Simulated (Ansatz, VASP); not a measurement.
**One calculation of BN, two programs**

```
B N
1.0
     0.00000    1.80750    1.80750
     1.80750    0.00000    1.80750
     1.80750    1.80750    0.00000
B N
1 1
Direct
  0.00000 0.00000 0.00000
  0.25000 0.25000 0.25000
```

Alike in both runs: functional PBE; k mesh 13 × 13 × 13; occupations fermi-dirac, width 0.02 eV; no spin polarisation.

Ansatz relaxed the structure, and its values are those at the end. VASP's run is a single point on that final structure, the one shown.

```csv
,VASP,Ansatz
version,VASP 6.6.1,Ansatz 0.2.0
potentials or method,"VASP PAW PBE potentials, release 64 (B, N)","plane-wave PAW, scalar-relativistic"
plane-wave cutoff (eV),520,420
valence electrons in the cell,8,8
```

```tsv
	VASP	Ansatz	Ansatz less VASP
gap on the k mesh at the Fermi level (eV)	4.53	4.55	+0.012
pressure (GPa)	3.3	3.0	-0.27
```

Ansatz's warnings: stress scf threshold loose.
